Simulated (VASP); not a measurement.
# CsBe3Ag (Pmmm) in VASP: notebook, part 2 of 2

VASP 6.6.1.

## Step 4: Relaxation of cell and atoms, PBE

Contents of INCAR:

```
PREC     = Accurate       # precision mode
ENCUT    = 600            # plane-wave cutoff, eV
EDIFF    = 1E-6           # SCF threshold, eV
ISMEAR   = 0              # smearing method
SIGMA    = 0.1            # smearing width, eV
LREAL    = F              # projectors in reciprocal space
LASPH    = T              # aspherical terms in the spheres
NELM     = 60             # most SCF steps
ALGO     = Fast           # electronic algorithm
ISIF     = 3              # what is computed and relaxed
LWAVE    = F              # write WAVECAR
LCHARG   = F              # write CHGCAR
GGA      = PE             # functional
IBRION   = 2              # ionic algorithm
NSW      = 90             # ionic steps
EDIFFG   = -0.04          # ionic threshold
```

Contents of KPOINTS:

```
regular mesh
0
Gamma
  4 4 4
```

Contents of POSCAR:

```
CsBe3Ag
1.0
    4.0839783700      0.0000000000      0.0000000000
    0.0000000000      4.2645864900      0.0000000000
    0.0000000000      0.0000000000      5.7797936400
Cs Be Ag
1 3 1
Direct
    0.5000000000      0.5000000000      0.5000000000
    0.0000000000      0.5000000000      0.3082385600
    0.0000000000      0.5000000000      0.6917614400
    0.0000000000      0.0000000000      0.0000000000
    0.0000000000      0.5000000000      0.0000000000
```

Potentials or basis: VASP PAW PBE potentials, release 64 (Cs_sv, Be, Ag).

The run is started by

```bash
$ cat potpaw_PBE.64/Cs_sv/POTCAR potpaw_PBE.64/Be/POTCAR potpaw_PBE.64/Ag/POTCAR > POTCAR
$ mpirun -np 1 vasp_std > vasp.out
```

OUTCAR:

```text
PREC = Accurate
   ENCUT = 600
   EDIFF = 1E-6
   ISMEAR = 0
   LREAL = F
   LASPH = T
   NELM = 60
   ISIF = 3
   GGA = PE
   IBRION = 2
   NSW = 90
   EDIFFG = -0.04

 ion  position               nearest neighbor table
   1  0.500  0.500  0.500-   2 2.32   3 2.32   2 2.32   3 2.32
   2  0.000  0.500  0.308-   5 1.78   3 2.22   1 2.32   1 2.32
   3  0.000  0.500  0.692-   5 1.78   2 2.22   1 2.32   1 2.32
   4  0.000  0.000  0.000-   5 2.13   5 2.13
   5  0.000  0.500  0.000-   2 1.78   3 1.78   4 2.13   4 2.13

  LATTYP: Found a simple orthorhombic cell.
 ALAT       =     4.0839783700
 B/A-ratio  =     1.0442235741
 C/A-ratio  =     1.4152361047

  Lattice vectors:

 A1 = (   4.0839783700,   0.0000000000,   0.0000000000)
 A2 = (   0.0000000000,   4.2645864900,   0.0000000000)
 A3 = (   0.0000000000,   0.0000000000,   5.7797936400)

Analysis of symmetry for initial positions (statically):
=====================================================================
 Subroutine PRICEL returns:
 Original cell was already a primitive cell.

 Routine SETGRP: Setting up the symmetry group for a
 simple orthorhombic supercell.

 Subroutine GETGRP returns: Found  8 space group operations
 (whereof  8 operations were pure point group operations)
 out of a pool of  8 trial point group operations.

The static configuration has the point symmetry D_2h.
[... 167 lines left out ...]
  ---------------------------------------------------
  free energy    TOTEN  =        -3.12863075 eV

  energy without entropy =       -3.11987611  energy(sigma->0) =       -3.12425343

 E-fermi :   3.6481     XC(G=0):  -8.9369

 val. band max:        3.6166114023   @ k =   0.2500   0.2500   0.5000
 cond. band min:       3.7257248203   @ k =   0.0000   0.5000   0.5000
 fundamental gap:      0.1091134180
 Fermi energy:         3.6481236792

 k-point     1 :       0.0000    0.0000    0.0000
  band No.  band energies     occupation
      1     -19.4235      2.00000
      2      -7.1186      2.00000
      3      -6.5911      2.00000
      4      -5.7927      2.00000
      5      -4.5307      2.00000
      6      -3.3480      2.00000
[... 581 lines left out ...]
  FREE ENERGIE OF THE ION-ELECTRON SYSTEM (eV)
  ---------------------------------------------------
  free  energy   TOTEN  =        -7.1525864270 eV

  energy  without entropy=       -7.1434271805  energy(sigma->0) =       -7.14800680

[... ionic steps 4 to 10 ...]

--------------------------------------- Ionic step       11  -------------------------------------------

 number of electron      26.0000007 magnetization

------------------------ aborting loop because EDIFF is reached ----------------------------------------
[... 73 lines left out ...]
--------------------------------------- Ionic step       13  -------------------------------------------

 number of electron      26.0000009 magnetization

 Free energy of the ion-electron system (eV)
  ---------------------------------------------------
  ext. energy  EPLUGINS =         0.00000000
  ---------------------------------------------------
  free energy    TOTEN  =        -9.34794407 eV

  energy without entropy =       -9.33022051  energy(sigma->0) =       -9.33908229

 E-fermi :   0.7090     XC(G=0):  -6.5510

 val. band max:        0.6976369183   @ k =   0.2500   0.0000   0.5000
 cond. band min:       0.7616408638   @ k =   0.5000   0.0000   0.5000
 fundamental gap:      0.0640039455
 Fermi energy:         0.7090025124

 k-point     1 :       0.0000    0.0000    0.0000
  band No.  band energies     occupation
      1     -22.4104      2.00000
      2      -9.2278      2.00000
      3      -9.1994      2.00000
      4      -9.1067      2.00000
      5      -5.4565      2.00000
      6      -5.2607      2.00000
[... 503 lines left out ...]
  FREE ENERGIE OF THE ION-ELECTRON SYSTEM (eV)
  ---------------------------------------------------
  free  energy   TOTEN  =        -9.3479440684 eV

  energy  without entropy=       -9.3302205130  energy(sigma->0) =       -9.33908229

 reached required accuracy - stopping structural energy minimisation
```

OSZICAR:

```text
N       E                     dE             d eps       ncg     rms          rms(c)
DAV:   1     0.159148816701E+03    0.15915E+03   -0.12537E+04   918   0.148E+03
DAV:   2     0.563899533778E+01   -0.15351E+03   -0.15006E+03  1078   0.259E+02
DAV:   3    -0.604154315199E+01   -0.11681E+02   -0.10988E+02  1254   0.760E+01
DAV:   4    -0.628320564656E+01   -0.24166E+00   -0.24139E+00  1114   0.101E+01
[... 162 lines left out ...]
RMM:   5    -0.934793915290E+01    0.10708E-03   -0.46848E-04   931   0.148E-01    0.246E-02
RMM:   6    -0.934794298313E+01   -0.38302E-05   -0.16187E-04   931   0.804E-02    0.143E-02
RMM:   7    -0.934794262217E+01    0.36096E-06   -0.24970E-05   896   0.306E-02    0.740E-03
RMM:   8    -0.934794403033E+01   -0.14082E-05   -0.11541E-05   852   0.215E-02    0.257E-03
RMM:   9    -0.934794406843E+01   -0.38099E-07   -0.23031E-06   624   0.824E-03
  13 F= -.93479441E+01 E0= -.93390823E+01  d E =-.299739E-02
```

Run time: 8.9 min. Hardware: 1 thread of Oxide Virtual Turin-like, shared host; peak memory 0.25 GiB.

Results:

```yaml
Free_energy: -9.3479 eV
Relaxed_volume: 38.02 Å³/atom
Relaxed_cell: a = 6.643 Å, b = 4.417 Å, c = 6.480 Å, α = 90.00°, β = 90.00°, γ = 90.00°
Space_group_after_relaxing_to_0.1_Å: Pmmm (No. 47)
Energy_gained_by_relaxing: 1243.9 meV/atom
Ionic_steps: 13
Pressure_after_relaxing: 0.0 GPa
Largest_force_after_relaxing: 0.012 eV/Å
Band_gap_on_the_k_mesh: zero (bands 13 and 14 overlap by 0.91 eV)
```

Forces in eV/Å, atoms in the order of the input:
```
Cs   0.000  0.000  0.000
Be   0.000  0.000 -0.012
Be   0.000  0.000  0.012
Be   0.000  0.000  0.000
Ag   0.000  0.000  0.000
```

Step by step:
| step | energy change (eV) | largest force (eV/Å) | pressure (GPa) | volume (Å³) |
| --- | --- | --- | --- | --- |
| 1 | 0.0000 | 5.6758 | 27.41 | 100.66 |
| 2 | -4.0161 | 1.4860 | 1.69 | 158.10 |
| 3 | -4.0240 | 1.3193 | 3.43 | 141.94 |
| 4 | -4.0499 | 1.5036 | 2.24 | 152.00 |
| 5 | -5.5060 | 0.9466 | -0.12 | 172.55 |
| 6 | -5.9905 | 0.6642 | -0.92 | 189.58 |
| 7 | -5.9584 | 0.0950 | -1.89 | 222.16 |
| 8 | -6.1154 | 0.4677 | -1.21 | 201.55 |
| 9 | -6.1268 | 0.3949 | -1.30 | 205.03 |
| 10 | -6.2161 | 0.0180 | -0.13 | 191.44 |
| 11 | -6.2163 | 0.0475 | -0.03 | 190.71 |
| 12 | -6.2163 | 0.0360 | -0.06 | 190.99 |
| 13 | -6.2193 | 0.0121 | 0.00 | 190.11 |

Final structure:
```yaml
crystal:
  lattice:
    - [6.64282, 0.00000, 0.00000]
    - [0.00000, 4.41684, 0.00000]
    - [0.00000, 0.00000, 6.47951]
  atoms:
    - { symbol: Cs, position: [0.50000, 0.50000, 0.50000] }
    - { symbol: Be, position: [0.00000, 0.50000, 0.33818] }
    - { symbol: Be, position: [0.00000, 0.50000, 0.66182] }
    - { symbol: Be, position: [0.00000, 0.00000, 0.00000] }
    - { symbol: Ag, position: [0.00000, 0.50000, 0.00000] }
```

Caveat: the k points lie up to 0.36 Å⁻¹ apart in the final cell, too coarse for converged energies and pressures of a metal; the volume moved by over 15 % at a fixed basis, so the end points are rough; spin-orbit coupling is left out, which moves the levels of the heavy elements.

## Step 5: Single point, PBE

This run uses another cell than the first one, of 38.60 Å³/atom.

Contents of INCAR:

```
SYSTEM = CsBe3Ag
  ALGO = Fast
  EDIFF = 1E-6
  ENCUT = 520
  GGA = PE
  ISIF = 2
  ISMEAR = 0
  LASPH = .True.
  LCHARG = .False.
  LREAL = .False.
  LWAVE = .False.
  NBANDS = 21
  NELM = 60
  PREC = Accurate
  SIGMA = 0.1
```

Contents of KPOINTS:

```
k-points
0
Gamma
  8 6 6
  0 0 0
```

Contents of POSCAR:

```
CsBe3Ag
1.0
    4.4197097125      0.0000000000      0.0000000000
    0.0000000000      6.4980431103      0.0000000000
    0.0000000000      0.0000000000      6.7208979396
Cs Be Ag
1 3 1
Direct
    0.5000000000      0.5000000000      0.5000000000
    0.5000000000      0.3387121386      0.0000000000
    0.5000000000      0.6612878614      0.0000000000
    0.0000000000      0.0000000000      0.0000000000
    0.5000000000      0.0000000000      0.0000000000
```

The run is started by

```bash
$ cat potpaw_PBE.64/Cs_sv/POTCAR potpaw_PBE.64/Be/POTCAR potpaw_PBE.64/Ag/POTCAR > POTCAR
$ mpirun -np 1 vasp_std > vasp.out
```

Run time: 5 min. Hardware: 1 thread of Oxide Virtual Turin-like, shared host; peak memory 0.49 GiB.

It converged, with:

| Item | Value |
| --- | --- |
| Free energy | -9.2832 eV |
| Pressure | 0.0 GPa |
| Band gap on the k mesh | zero (bands 13 and 14 overlap by 0.92 eV) |

Forces on the atoms (eV/Å):
```
Cs   0.000  0.000  0.000
Be   0.000  0.002  0.000
Be   0.000 -0.002  0.000
Be   0.000  0.000  0.000
Ag   0.000  0.000  0.000
```

Levels at points of the mesh, in eV from the Fermi level:
```csv
k point,band 10,band 11,band 12,band 13,band 14,band 15,band 16,band 17
"(0.00, 0.00, 0.00)",-4.32,-2.41,-1.79,-0.19,0.51,1.28,2.22,2.66
"(0.50, 0.00, 0.00)",-3.73,-2.67,-1.86,-0.71,0.97,1.39,1.45,1.89
"(0.00, 0.50, 0.00)",-3.98,-3.94,-0.09,-0.04,0.84,1.36,1.63,2.56
"(0.50, 0.50, 0.00)",-3.31,-3.16,-2.45,-0.09,0.82,1.30,1.89,2.39
"(0.00, 0.00, 0.50)",-4.14,-2.12,-1.91,-1.18,0.46,1.32,1.92,3.26
"(0.50, 0.00, 0.50)",-3.49,-2.68,-1.62,-0.88,-0.13,1.02,1.72,1.97
"(0.00, 0.50, 0.50)",-3.95,-3.55,-0.16,-0.06,0.06,0.86,1.85,2.28
"(0.50, 0.50, 0.50)",-3.19,-2.86,-2.40,-0.34,0.57,0.88,1.56,1.65
```

Caveat: spin-orbit coupling is left out, which moves the levels of the heavy elements.

## Step 6: The runs side by side

| task | cell | k mesh | cutoff (eV) | gap on the mesh (eV) | pressure (GPa) | largest force (eV/Å) |
| --- | --- | --- | --- | --- | --- | --- |
| single point | a = 4.084, b = 4.265, c = 5.780 Å, 5 atoms, atomic positions A | 4 × 4 × 4 | 520 | none | 27.4 | 5.68 |
| single point | a = 6.757, b = 4.420, c = 6.470 Å, 5 atoms, atomic positions B | 4 × 4 × 4 | 520 | none | 0.0 | - |
| relaxation of cell and atoms | relaxed from a = 4.084, b = 4.265, c = 5.780 Å, 5 atoms, atomic positions A | 4 × 4 × 4 | 600 | none | 0.0 | 0.01 |
| single point | a = 4.420, b = 6.498, c = 6.721 Å, 5 atoms, atomic positions C | 8 × 6 × 6 | 520 | none | 0.0 | - |

Alike in all rows: level PBE; potentials or basis VASP PAW PBE potentials, release 64 (Cs_sv, Be, Ag); no spin polarisation; smearing gaussian 0.1 eV.

Caveats: some runs use coarse meshes; spin-orbit coupling is left out, which moves the levels of the heavy elements; forces of over 1 eV/Å act on the atoms, so gaps and moduli don't describe the material at rest (at least some runs); the volume moved by over 15 % at a fixed basis, so the end points are rough (at least some runs).

Absolute energies hang on the potentials; compare differences alone.

The gap in the log of VASP goes by the Fermi energy; the results here count the filled bands.